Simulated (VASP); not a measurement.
Write the native input for VASP 6.6.1 that does the following.

```
Task                   : relaxation of cell and atoms
Functional             : PBE
Potentials or basis    : VASP PAW PBE potentials, release 64 (B, Ru_pv)
Cutoff                 : 600 eV
k mesh                 : 12 × 12 × 12
Occupations            : gaussian, width 0.1 eV
Spin                   : no spin polarisation
Dipole correction      : no
Further INCAR settings : ALGO = Normal; EDIFF = 1e-06; IBRION = 2; EDIFFG = -0.01; NSW = 100; ISIF = 3
```

The structure of B5Ru lies in POSCAR:

```
B5Ru
1.0
    4.0998093881      0.0000000000      0.0000000000
   -2.0499046941      3.5505390808      0.0000000000
    0.0000000000      0.0000000000      3.0082658341
B Ru
5 1
Direct
    0.3333333333      0.6666666667      0.0000000000
    0.6666666667      0.3333333333      0.0000000000
    0.5000000000      0.0000000000      0.5000000000
    0.5000000000      0.5000000000      0.5000000000
    0.0000000000      0.5000000000      0.5000000000
    0.0000000000      0.0000000000      0.0000000000
```

The cell was generated, and may not be a known phase.

These files were run (other wordings do the same):

INCAR

```
SYSTEM = B5Ru
PREC = Accurate
ENCUT = 600
EDIFF = 1E-6
ISMEAR = 0
SIGMA = 0.1
LREAL = .FALSE.
LASPH = .TRUE.
NELM = 100
ALGO = Normal
ISIF = 3
LWAVE = .FALSE.
LCHARG = .FALSE.
GGA = PE
IBRION = 2
NSW = 100
EDIFFG = -0.01
```

KPOINTS

```
Automatic mesh
0
G
  12 12 12
  0 0 0
```

Potentials or basis: VASP PAW PBE potentials, release 64 (B, Ru_pv).

Command:

```bash
$ cat potpaw_PBE.64/B/POTCAR potpaw_PBE.64/Ru_pv/POTCAR > POTCAR
$ mpirun -np 1 vasp_std > vasp.out
```

Results of the run:

```
Relaxed volume                        : 7.28 Å³/atom
Relaxed cell                          : a = 4.101 Å, b = 4.101 Å, c = 3.001 Å, α = 90.00°, β = 90.00°, γ = 120.00°
Space group after relaxing (to 0.1 Å) : P6/mmm (No. 191)
Energy gained by relaxing             : 0.1 meV/atom
Ionic steps                           : 4
Pressure after relaxing               : 0.1 GPa
Band gap on the k mesh                : zero (an odd number of electrons rules out a gap without spin polarisation)
```

Run time: 3.7 min on 1 thread of Intel(R) Xeon(R) Platinum 8488C (Sapphire Rapids) (shared host), peak memory 0.27 GiB.
